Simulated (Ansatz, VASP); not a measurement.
Ti in VASP and in Ansatz

```
Ti
1.0
     3.00786    0.00000    0.00000
    -1.50393    2.60488    0.00000
     0.00000    0.00000    4.77179
Ti
2
Direct
  0.66667 0.33333 0.75000
  0.33333 0.66667 0.25000
```

Alike in both runs: task single point; functional LDA; k mesh 10 × 10 × 6; occupations fermi-dirac, width 0.05 eV; no spin polarisation.

|  | VASP | Ansatz |
| --- | --- | --- |
| version | VASP 6.6.1 | Ansatz 0.2.0 |
| potentials or method | VASP PAW LDA potentials, release 64 (Ti_sv) | Ansatz PAW |
| plane-wave cutoff (eV) | 520 | 420 |
| valence electrons in the cell | 24 | 24 |

|  | VASP | Ansatz | Ansatz less VASP |
| --- | --- | --- | --- |
| gap on the k mesh at the Fermi level (eV) | none | none | - |
| pressure (GPa) | -14.5 | -14.4 | +0.02 |
| traceless stress, the component that is largest in VASP (GPa) | -0.45 | -0.45 | -0.003 |

LDA's correlation is that of Perdew and Zunger in VASP and of Perdew and Wang (1992) in Ansatz. A gap of «none» marks a metal or a gap that the smearing closes.
